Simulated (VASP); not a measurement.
## Mo: single point with PBE

Crystal: Mo.

```
CELL_PARAMETERS angstrom
2.39357 0.00000 0.00000
-1.19678 2.07289 0.00000
0.00000 0.00000 2.20065
ATOMIC_POSITIONS crystal
Mo 0.00000 0.00000 0.00000
```

```
Program             : VASP 6.6.1
Task                : single point
Functional          : PBE
Potentials or basis : VASP PAW PBE potentials, release 64 (Mo_sv)
Cutoff              : 520 eV
k mesh              : 18 × 18 × 16
Occupations         : fermi-dirac, width 0.08 eV
Spin                : no spin polarisation
```

```
Pressure               : 217.9 GPa
Band gap on the k mesh : zero (band 7 reaches 20.85 eV, above the bottom of band 8 at 16.99 eV)
```

Stress tensor (GPa, compression positive):
```
216.96   0.00   0.00
  0.00 216.96   0.00
  0.00   0.00 219.66
```

Levels at points of the mesh, in eV from the Fermi level:
```tsv
k point	band 4	band 5	band 6	band 7	band 8	band 9	band 10	band 11
(0.00, 0.00, 0.00)	-32.97	-7.63	-6.98	-2.01	-2.01	7.31	7.31	12.67
(0.50, 0.00, 0.00)	-32.44	-8.03	-4.32	1.53	3.03	6.04	7.37	16.50
(0.00, 0.00, 0.50)	-32.85	-3.97	-0.39	-0.39	0.80	0.80	1.11	16.89
(0.50, 0.00, 0.50)	-33.76	-9.43	-5.47	-1.47	7.49	8.16	10.80	12.53
```

Wall time 12 s on 1 thread of Intel(R) Xeon(R) 6975P-C (Granite Rapids), with other jobs on the host, peak memory 0.15 GiB.
